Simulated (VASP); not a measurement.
Here is a VASP 6.6.1 calculation.

The input INCAR:

```
SYSTEM = La
  PREC = Accurate
  ENCUT = 520
  EDIFF = 1E-7
  ISMEAR = 1
  SIGMA = 0.05
  LREAL = .FALSE.
  LASPH = .TRUE.
  NELM = 80
  ALGO = Normal
  ISIF = 2
  LWAVE = .FALSE.
  LCHARG = .FALSE.
  NBANDS = 12
```

File KPOINTS:

```
regular mesh
0
G
  7 7 7
  0 0 0
```

File POSCAR:

```
La
1.0
    2.9066193235      0.0000000000      0.0000000000
    0.0000000000      2.9066193235      0.0000000000
    0.0000000000      0.0000000000      2.9066193235
La
1
Direct
    0.0000000000      0.0000000000      0.0000000000
```

Potentials or basis: VASP PAW LDA potentials, release 64 (La).

Command:

```bash
$ cat potpaw_LDA.64/La/POTCAR > POTCAR
$ mpirun -np 1 vasp_std > vasp.out
```

(1) What does it give for the pressure?

## Answers

(1) 14.6 GPa.
